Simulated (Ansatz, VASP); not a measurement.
**Si in VASP and in Ansatz**

```xyz
2
Lattice="0.0000 2.7153 2.6882 2.7153 0.0000 2.6882 2.7153 2.7153 0.0000" Properties=species:S:1:pos:R:3 pbc="T T T"
Si    0.0000    0.0000    0.0000
Si    1.3577    1.3577    1.3441
```

Change from the starting cell: z stretched by -1 %, ions relaxed.

Alike in both runs: functional PBE; k mesh 14 × 14 × 14; occupations fermi-dirac, width 0.02 eV; no spin polarisation.

Ansatz relaxed the structure, and its values are those at the end. VASP's run is a single point on that final structure, the one shown.

|  | VASP | Ansatz |
| --- | --- | --- |
| version | VASP 6.6.1 | Ansatz 0.2.0 |
| potentials or method | VASP PAW PBE potentials, release 64 (Si) | plane-wave PAW, scalar-relativistic |
| plane-wave cutoff (eV) | 500 | 420 |
| valence electrons in the cell | 8 | 8 |

```csv
,VASP,Ansatz,Ansatz less VASP
pressure (GPa),2.9,3.0,+0.08
```

Ansatz's warnings: stress scf threshold loose.
